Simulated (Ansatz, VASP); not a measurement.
## SrO: VASP beside Ansatz

```xyz
2
Lattice="2.5358 2.5358 0.0000 -2.5358 2.5358 0.0000 0.0000 2.5358 2.5746" Properties=species:S:1:pos:R:3 pbc="T T T"
Sr    0.0000    2.5358    0.0000
O     0.0000    0.0000    0.0000
```

Change from the starting cell: film at in-plane strain -0.01.

Alike in both runs: task single point; functional PBEsol; k mesh 8 × 8 × 8; non-collinear spin, spin-orbit coupling.

```csv
,VASP,Ansatz
version,VASP 6.6.1,Ansatz 0.2.0
potentials or method,"VASP PAW PBE potentials, release 64 (Sr_sv, O), cutoff 520 eV",all-electron LAPW
occupations,"gaussian, width 0.01 eV",fixed
```

VASP gave:

| Quantity | Value |
| --- | --- |
| pressure (GPa) | 2.1 |
| traceless stress, the component that is largest in VASP (GPa) | -1.53 |

**Question.** Which values does Ansatz return?

**Answer.** Pressure (GPa): 1.5; traceless stress, the component that is largest in VASP (GPa): -1.45.

VASP's potentials were made for PBE, not for PBEsol. Ansatz ran all-electron here, and VASP with PAW potentials.
